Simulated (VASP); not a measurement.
# Ge in VASP: notebook

Ge is run at these levels: PBE; tasks: single point.

Program: VASP 6.6.1. These are calculated values, not measurements. Logs are shortened: lines on timing, memory, paths and dates and some standing lists are left out, and cuts for length are marked.

**1. The cell of the first run**

The typed cell holds 6 atoms: a = 6.973 Å, b = 6.973 Å, c = 3.812 Å, α = 90.00°, β = 90.00°, γ = 135.53°.

The cell was generated, and may not be a known phase.

**2. Single point, PBE**

File INCAR:

```
PREC = Accurate
ENCUT = 520
EDIFF = 1E-7
ISMEAR = 0
SIGMA = 0.1
LREAL = F
LASPH = T
NELM = 100
ALGO = Normal
ISIF = 2
LWAVE = F
LCHARG = F
GGA = PE
NBANDS = 51
```

File KPOINTS:

```
regular mesh
0
Gamma
  4 4 6
```

File POSCAR:

```
Ge
1.0
    2.6386025231     -6.4550116111      0.0000000000
    2.6386025231      6.4550116111      0.0000000000
    0.0000000000      0.0000000000      3.8122048612
Ge
6
Direct
    0.1484467144      0.3514467686      0.5000000000
    0.8515532856      0.6485532314      0.5000000000
    0.3514467686      0.1484467144      0.5000000000
    0.6485532314      0.8515532856      0.5000000000
    0.0000000000      0.5000000000      0.0000000000
    0.5000000000      0.0000000000      0.0000000000
```

Potentials or basis: VASP PAW PBE potentials, release 64 (Ge_d).

On the command line:

```console
> cat potpaw_PBE.64/Ge_d/POTCAR > POTCAR
> mpirun -np 1 vasp_std > vasp.out
```

OUTCAR:

```text
PREC = Accurate
   ENCUT = 520
   EDIFF = 1E-7
   ISMEAR = 0
   LREAL = F
   LASPH = T
   NELM = 100
   ISIF = 2
   GGA = PE

 ion  position               nearest neighbor table
   1  0.148  0.351  0.500-   3 2.62   4 2.64   4 2.64   5 2.70   5 2.70
   2  0.852  0.649  0.500-   4 2.62   3 2.64   3 2.64   5 2.70   5 2.70
   3  0.351  0.148  0.500-   1 2.62   2 2.64   2 2.64   6 2.70   6 2.70
   4  0.649  0.852  0.500-   2 2.62   1 2.64   1 2.64   6 2.70   6 2.70
   5  0.000  0.500  0.000-   6 2.64   6 2.64   1 2.70   1 2.70   2 2.70   2 2.70
   6  0.500  0.000  0.000-   5 2.64   5 2.64   3 2.70   3 2.70   4 2.70   4 2.70

  LATTYP: Found a base centered orthorhombic cell.
 ALAT       =     5.2772050462
 B/A-ratio  =     2.4463751378
 C/A-ratio  =     0.7223908921

  Lattice vectors:

 A1 = (   2.6386025231,  -6.4550116111,   0.0000000000)
 A2 = (   2.6386025231,   6.4550116111,   0.0000000000)
 A3 = (   0.0000000000,   0.0000000000,   3.8122048612)

Analysis of symmetry for initial positions (statically):
=====================================================================
 Subroutine PRICEL returns:
 Original cell was already a primitive cell.

 Routine SETGRP: Setting up the symmetry group for a
 base centered orthorhombic supercell.

 Subroutine GETGRP returns: Found  8 space group operations
 (whereof  8 operations were pure point group operations)
 out of a pool of  8 trial point group operations.

The static configuration has the point symmetry D_2h.

Analysis of symmetry for dynamics (positions and initial velocities):
=====================================================================
 Subroutine PRICEL returns:
 Original cell was already a primitive cell.

 Routine SETGRP: Setting up the symmetry group for a
 base centered orthorhombic supercell.

 Subroutine GETGRP returns: Found  8 space group operations
 (whereof  8 operations were pure point group operations)
 out of a pool of  8 trial point group operations.

The dynamic configuration has the point symmetry D_2h.

 Subroutine INISYM returns: Found  8 space group operations
 (whereof  8 operations are pure point group operations),
 and found     1 'primitive' translations

----------------------------------------------------------------------------------------

                                     Primitive cell

  volume of cell :     129.8605

  direct lattice vectors                    reciprocal lattice vectors
     2.638602523 -6.455011611  0.000000000     0.189494248 -0.077459195  0.000000000
     2.638602523  6.455011611  0.000000000     0.189494248  0.077459195  0.000000000
     0.000000000  0.000000000  3.812204861     0.000000000  0.000000000  0.262315389

  length of vectors
     6.973478198  6.973478198  3.812204861     0.204714427  0.204714427  0.262315389

  position of ions in fractional coordinates (direct lattice)
     0.148446714  0.351446769  0.500000000
     0.851553286  0.648553231  0.500000000
     0.351446769  0.148446714  0.500000000
     0.648553231  0.851553286  0.500000000
     0.000000000  0.500000000  0.000000000
     0.500000000  0.000000000  0.000000000

  ion indices of the primitive-cell ions
   primitive index   ion index
                 1           1
                 2           2
                 3           3
                 4           4
                 5           5
                 6           6

----------------------------------------------------------------------------------------

 KPOINTS: regular mesh

Automatic generation of k-mesh.
 Grid dimensions read from file:
 generate k-points for:    4    4    6

 Generating k-lattice:

  Cartesian coordinates                     Fractional coordinates (reciprocal lattice)
     0.047373562 -0.019364799  0.000000000     0.250000000  0.000000000  0.000000000
     0.047373562  0.019364799  0.000000000     0.000000000  0.250000000  0.000000000
     0.000000000  0.000000000  0.043719231     0.000000000  0.000000000  0.166666667

  Length of vectors
     0.051178607  0.051178607  0.043719231

  Shift w.r.t. Gamma in fractional coordinates (k-lattice)
     0.000000000  0.000000000  0.000000000

 Subroutine IBZKPT returns following result:
 ===========================================

 Found     28 irreducible k-points:

 Following reciprocal coordinates:
            Coordinates               Weight
  0.000000  0.000000  0.000000      1.000000
  0.250000 -0.000000  0.000000      4.000000
  0.500000 -0.000000  0.000000      2.000000
  0.250000  0.250000  0.000000      2.000000
  0.500000  0.250000  0.000000      4.000000
 -0.250000  0.250000  0.000000      2.000000
[... 16 lines left out ...]
  0.250000 -0.000000  0.500000      4.000000
  0.500000 -0.000000  0.500000      2.000000
 [... further k-points ...]
   k-points           NKPTS =     28   k-points in BZ     NKDIM =     28   number of bands    NBANDS=     51
   number of dos      NEDOS =    301   number of ions     NIONS =      6
   total plane-waves  NPLWV =  81648
   dimension x,y,z NGX =    54 NGY =   54 NGZ =   28
   dimension x,y,z NGXF=   108 NGYF=  108 NGZF=   56
   ions per type =               6
   NGX,Y,Z   is equivalent  to a cutoff of  12.87, 12.87, 12.21 a.u.
   NGXF,Y,Z  is equivalent  to a cutoff of  25.75, 25.75, 24.42 a.u.
 SYSTEM =  unknown system
   PREC   = accura    normal or accurate (medium, high low for compatibility)
   ISTART =      0    job   : 0-new  1-cont  2-samecut
   ICHARG =      2    charge: 1-file 2-atom 10-const
   ISPIN  =      1    spin polarized calculation?
   LNONCOLLINEAR =      F non collinear calculations
   LSORBIT =      F    spin-orbit coupling
   LASPH  =      T    aspherical Exc in radial PAW
   ENCUT  =  520.0 eV  38.22 Ry    6.18 a.u.  12.97 12.97  7.09*2*pi/ulx,y,z
   NELM   =    100;   NELMIN=  2; NELMDL= -5     # of ELM steps
   EDIFF  = 0.1E-06   stopping-criterion for ELM
   LREAL  =      F    real-space projection
   EDIFFG = 0.1E-05   stopping-criterion for IOM
   NSW    =      0    number of steps for IOM
   IBRION =     -1    ionic relax: 0-MD 1-quasi-New 2-CG
   NFREE  =      0    steps in history (QN), initial steepest desc. (CG)
   ISIF   =      2    stress and relaxation
   ISYM   =      2    0-nonsym 1-usesym 2-fastsym
   POTIM  = 0.5000    time-step for ionic-motion
   TEBEG  =    0.0;   TEEND  =   0.0 temperature during run
   PSTRESS=    0.0 pullay stress
   NELECT =      84.0000    total number of electrons
   NUPDOWN=      -1.0000    fix difference up-down
   EMIN   =  10.00;   EMAX   =-10.00  energy-range for DOS
   EFERMI =   0.00;   METHOD = LEGACY
   ISMEAR =     0;   SIGMA  =   0.10  broadening in eV -4-tet -1-fermi 0-gaus
   EFERMI_NEDOS =   21; number of points for ismear=-14 and -15
   IALGO  =     38    algorithm
   IMIX   =      4    mixing-type and parameters
     AMIX     =   0.40;   BMIX     =  1.00
     AMIX_MAG =   1.60;   BMIX_MAG =  1.00
  volume/ion in A,a.u.               =      21.64       146.06
  Fermi-wavevector in a.u.,A,eV,Ry     =   1.415823  2.675517 27.273609  2.004554
  Thomas-Fermi vector in A             =   2.537221
   LORBIT       =      0    0 simple, 1 ext, 2 COOP (PROOUT), +10 PAW based schemes
   GGA     = PE    functional components
   LHFCALC =     F    Hartree Fock is set to
   AEXX    =    0.0000 exact exchange contribution
   IVDW    =     0    specifies the selected vdW correction
   LEPSILON=     F    determine dielectric tensor
   LRPA    =     F    only Hartree local field effects (RPA)
 non-spin polarized calculation
 Gauss-broadening in eV      SIGMA  =   0.10
  energy-cutoff  :      520.00
  volume of cell :      129.86
 maximum number of plane-waves:      3524
 NGX is ok and might be reduce to    54

 number of electron      83.9999983 magnetization

 Free energy of the ion-electron system (eV)
  ---------------------------------------------------
  ext. energy  EPLUGINS =         0.00000000
  ---------------------------------------------------
  free energy    TOTEN  =       -25.29974497 eV

  energy without entropy =      -25.28828887  energy(sigma->0) =      -25.29401692

 E-fermi :   5.1727     XC(G=0): -10.3847

 val. band max:        5.1073183331   @ k =   0.0000   0.0000   0.1667
 cond. band min:       5.1951421542   @ k =   0.5000  -0.0000   0.5000
 fundamental gap:      0.0878238211
 Fermi energy:         5.1726738613

 k-point     1 :       0.0000    0.0000    0.0000
  band No.  band energies     occupation
      1     -19.6033      2.00000
      2     -19.5585      2.00000
      3     -19.5150      2.00000
      4     -19.5050      2.00000
      5     -19.5004      2.00000
      6     -19.4978      2.00000
[... 43 lines left out ...]
     50      10.7204      0.00000
     51      10.9419      0.00000

 k-point     2 :       0.2500   -0.0000    0.0000
  band No.  band energies     occupation
      1     -19.5671      2.00000
      2     -19.5249      2.00000
      3     -19.5144      2.00000
      4     -19.5054      2.00000
      5     -19.4961      2.00000
      6     -19.4783      2.00000
[... 43 lines left out ...]
     50       9.5870      0.00000
     51      10.2472      0.00000

 k-point     3 :       0.5000   -0.0000    0.0000
  band No.  band energies     occupation
      1     -19.5117      2.00000
      2     -19.5117      2.00000
      3     -19.4971      2.00000
      4     -19.4970      2.00000
      5     -19.4672      2.00000
      6     -19.4672      2.00000
[... 43 lines left out ...]
     50       9.9173      0.00000
     51      10.4193      0.00000
[... 1027 lines left out ...]
 k-point    23 :       0.2500   -0.0000    0.5000
  band No.  band energies     occupation
      1     -19.5549      2.00000
      2     -19.5325      2.00000
      3     -19.5209      2.00000
      4     -19.4780      2.00000
      5     -19.4725      2.00000
      6     -19.4708      2.00000
[... 43 lines left out ...]
     50      10.6278      0.00000
     51      10.7346      0.00000

 k-point    24 :       0.5000   -0.0000    0.5000
  band No.  band energies     occupation
      1     -19.4937      2.00000
      2     -19.4935      2.00000
      3     -19.4782      2.00000
      4     -19.4782      2.00000
      5     -19.4609      2.00000
      6     -19.4608      2.00000
[... 43 lines left out ...]
     50       8.9439      0.00000
     51      10.2124      0.00000

 [... further k-points ...]
[... 5 lines left out ...]
  --------------------------------------------------------------------------------------
  -------------------------------------------------------------------------------------
  Total        0.0081537      0.0670197     -0.0296959     -0.0000000      0.0000000      0.0000000
  in kB        0.1005981      0.8268677     -0.3663785     -0.0000000      0.0000000      0.0000000
  external PRESSURE =       0.1870291 kB  Pullay stress =       0.0000000 kB

 VOLUME and BASIS-vectors are now :
 -----------------------------------------------------------------------------
  energy-cutoff  :      520.00
  volume of cell :      129.86
      direct lattice vectors                 reciprocal lattice vectors
     2.638602523 -6.455011611  0.000000000     0.189494248 -0.077459195  0.000000000
     2.638602523  6.455011611  0.000000000     0.189494248  0.077459195  0.000000000
     0.000000000  0.000000000  3.812204861     0.000000000  0.000000000  0.262315389

 POSITION                                       TOTAL-FORCE (eV/Angst)
 -----------------------------------------------------------------------------------
      1.31902      1.31037      1.90610         0.003026      0.005159      0.000000
      3.95818     -1.31037      1.90610        -0.003026     -0.005159     -0.000000
      1.31902     -1.31037      1.90610         0.003026     -0.005159      0.000000
      3.95818      1.31037      1.90610        -0.003026      0.005159     -0.000000
      1.31930      3.22751      0.00000        -0.000000      0.000000      0.000000
      1.31930     -3.22751      0.00000        -0.000000      0.000000      0.000000
 -----------------------------------------------------------------------------------
    total drift:                                0.000000      0.000000      0.000000

  FREE ENERGIE OF THE ION-ELECTRON SYSTEM (eV)
  ---------------------------------------------------
  free  energy   TOTEN  =       -25.2997449713 eV

  energy  without entropy=      -25.2882888683  energy(sigma->0) =      -25.29401692
```

Wall time 2.6 min (1 thread of Intel Xeon Platinum 8488C (Sapphire Rapids), shared host); peak memory 0.31 GiB.

What came out:

| Item | Value |
| --- | --- |
| Free energy | -25.2997 eV |
| Pressure | 0.0 GPa |
| Largest force | 0.006 eV/Å |
| Band gap on the k mesh | zero (bands 42 and 43 overlap by 2.56 eV) |

Forces on the atoms (eV/Å):
```
Ge   0.003  0.005  0.000
Ge  -0.003 -0.005  0.000
Ge   0.003 -0.005  0.000
Ge  -0.003  0.005  0.000
Ge   0.000  0.000  0.000
Ge   0.000  0.000  0.000
```

Stress tensor (GPa, compression positive):
```
 0.01  0.00  0.00
 0.00  0.08  0.00
 0.00  0.00 -0.04
```

**3. Single point, PBE**

This run uses another cell than the first one: it holds 3 atoms, not 6.

File INCAR:

```
  ALGO = Normal
  EDIFF = 1E-6
  ENCUT = 520
  GGA = PE
  ISIF = 2
  ISMEAR = 0
  LASPH = True
  LCHARG = True
  LELF = True
  LREAL = False
  LVHAR = True
  LWAVE = False
  NBANDS = 28
  NELM = 60
  PREC = Accurate
  SIGMA = 0.1
```

File KPOINTS:

```
k-points
0
Gamma
  18 12 8
```

File POSCAR:

```
Ge
1.0
    2.7343517912      0.0000000000      0.0000000000
    0.0000000000      4.1214686434      0.0000000000
    0.0000000000      0.0000000000      5.9194064655
Ge
3
Direct
    0.5000000000      0.5000000000      0.7805585221
    0.5000000000      0.5000000000      0.2194414779
    0.5000000000      0.0000000000      0.5000000000
```

Potentials or basis: VASP PAW PBE potentials, release 64 (Ge_d).

On the command line:

```console
> cat potpaw_PBE.64/Ge_d/POTCAR > POTCAR
> mpirun -np 1 vasp_std > vasp.out
```

Run time: 4.7 min. Hardware: 1 thread of Intel Xeon Platinum 8488C (Sapphire Rapids), shared host; peak memory 0.54 GiB.

The run converged. Its results:

* Free energy: -12.6493 eV
* Pressure: 0.0 GPa
* Band gap on the k mesh: zero (bands 21 and 22 overlap by 3.22 eV)

Levels at points of the mesh, in eV from the Fermi level:
```tsv
k point	band 18	band 19	band 20	band 21	band 22	band 23	band 24	band 25
(0.00, 0.00, 0.00)	-7.95	-3.14	-1.71	0.90	1.18	3.14	4.81	5.52
(0.50, 0.00, 0.00)	-4.96	-4.38	-1.96	-1.24	-0.37	1.91	3.70	4.63
(0.00, 0.50, 0.00)	-7.78	-5.14	-3.77	-1.19	5.49	6.05	7.55	7.81
(0.50, 0.50, 0.00)	-3.93	-3.89	-3.04	-2.28	-1.51	-0.85	2.47	3.85
(0.00, 0.00, 0.50)	-5.15	-2.74	-2.54	-0.67	1.12	1.92	6.06	7.02
(0.50, 0.00, 0.50)	-4.76	-3.75	-0.83	0.00	0.22	0.34	2.24	4.45
(0.00, 0.50, 0.50)	-9.73	-4.71	-1.05	-0.74	1.99	3.10	8.12	8.34
(0.50, 0.50, 0.50)	-6.24	-3.33	-3.00	-2.64	-1.65	1.81	2.84	3.55
```

The gap in the log of VASP goes by the Fermi energy; the results here count the filled bands.